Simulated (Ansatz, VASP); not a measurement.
## Two plane-wave programs on Sr

The input INCAR:

```
PREC = Accurate
ENCUT = 500
EDIFF = 1E-6
ISMEAR = 0
SIGMA = 0.6
LREAL = False
LASPH = True
NELM = 120
ALGO = Normal
ISIF = 2
LWAVE = False
LCHARG = False
GGA = CA
NBANDS = 11
GGA_COMPAT = False
```

The input KPOINTS:

```
Automatic mesh
0
Gamma
  9 9 9
```

File POSCAR:

```
Sr
1.0
    0.0000000000      2.9028949114      2.9028949114
    2.9028949114      0.0000000000      2.9028949114
    2.9028949114      2.9028949114      0.0000000000
Sr
1
Direct
    0.0000000000      0.0000000000      0.0000000000
```

Input for Ansatz:

```yaml
crystal:
  lattice:
    - [0.0, 2.9028949114, 2.9028949114]
    - [2.9028949114, 0.0, 2.9028949114]
    - [2.9028949114, 2.9028949114, 0.0]
  atoms:
    - { symbol: Sr, position: [0.0, 0.0, 0.0] }
hamiltonian:
  xc: lda
  pseudopotentials:
    kind: paw
    azcp:
      Sr: "pseudopotentials/Sr.paw.azcp"
basis:
  ecutwfc: 420
  fft_grid_basis: typed
kpoints:
  mp_grid: { grid: [9, 9, 9], shift: [0, 0, 0] }
magnetization:
  spin_polarized: false
scf:
  occupations: { method: gaussian, width: 0.6 }
  lower_state_search: "off"
output:
  stress: true
```

Alike in both runs: task single point; functional LDA; k mesh 9 × 9 × 9; occupations gaussian, width 0.6 eV; no spin polarisation.

```csv
,VASP,Ansatz
version,VASP 6.6.1,Ansatz 0.2.0
potentials or method,"VASP PAW LDA potentials, release 64 (Sr_sv), cutoff 500 eV","plane waves (420 eV) with PAW, scalar-relativistic"
valence electrons in the cell,10,10
```

|  | VASP | Ansatz | Ansatz less VASP |
| --- | --- | --- | --- |
| pressure (GPa) | 0.1 | 0.1 | +0.01 |

Ansatz warns that its potentials were made for another functional, while VASP's fit it. LDA's correlation is that of Perdew and Zunger in VASP and of Perdew and Wang (1992) in Ansatz.
